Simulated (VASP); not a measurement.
Wanted: the native input for a VASP 6.6.1 run.

```
Task                   : single point
Functional             : PBE
Potentials or basis    : VASP PAW PBE potentials, release 64 (Lu, Mn_pv, In_d)
Cutoff                 : 520 eV
k mesh                 : 7 × 7 × 9
Occupations            : fermi-dirac, width 0.15 eV
Spin                   : collinear spin, ferromagnetic start
Starting moments       : [0.0, 2.8, 0.0] μB
Dipole correction      : no
Further INCAR settings : ALGO = Normal; EDIFF = 1e-07; NBANDS = 36
```

The structure of LuMnIn lies in POSCAR:

```
LuMnIn
1.0
    4.7782939566      0.0000000000      0.0000000000
   -2.3891469783      4.1381236641      0.0000000000
    0.0000000000      0.0000000000      3.4307050197
Lu Mn In
1 1 1
Direct
    0.0000000000      0.0000000000      0.0000000000
    0.3333333333      0.6666666667      0.5000000000
    0.6666666667      0.3333333333      0.5000000000
```

One way to write it, as run:

INCAR

```
PREC = Accurate
ENCUT = 520
EDIFF = 1E-7
ISMEAR = -1
SIGMA = 0.15
LREAL = False
LASPH = True
NELM = 150
ALGO = Normal
ISIF = 2
LWAVE = False
LCHARG = False
ISPIN = 2
MAGMOM = 0 2.8 0
LORBIT = 11
LMAXMIX = 4
GGA = PE
NBANDS = 36
```

KPOINTS

```
regular mesh
0
Gamma
  7 7 9
```

Potentials or basis: VASP PAW PBE potentials, release 64 (Lu, Mn_pv, In_d).

The run is started by

```bash
$ cat potpaw_PBE.64/Lu/POTCAR potpaw_PBE.64/Mn_pv/POTCAR potpaw_PBE.64/In_d/POTCAR > POTCAR
$ mpirun -np 1 vasp_std > vasp.out
```

It gave:

```json
{
 "Pressure": "-1.4 GPa",
 "Net moment": "3.56 μB per cell",
 "Site moments": "Lu -0.13; Mn +3.63; In -0.03 μB",
 "Valence electrons inside the program's atomic spheres": "Lu 23.06; Mn 11.44; In 11.56"
}
```

Run time: 7.1 min on 1 thread of Intel Xeon 8259CL, on a shared host, peak memory 0.33 GiB.
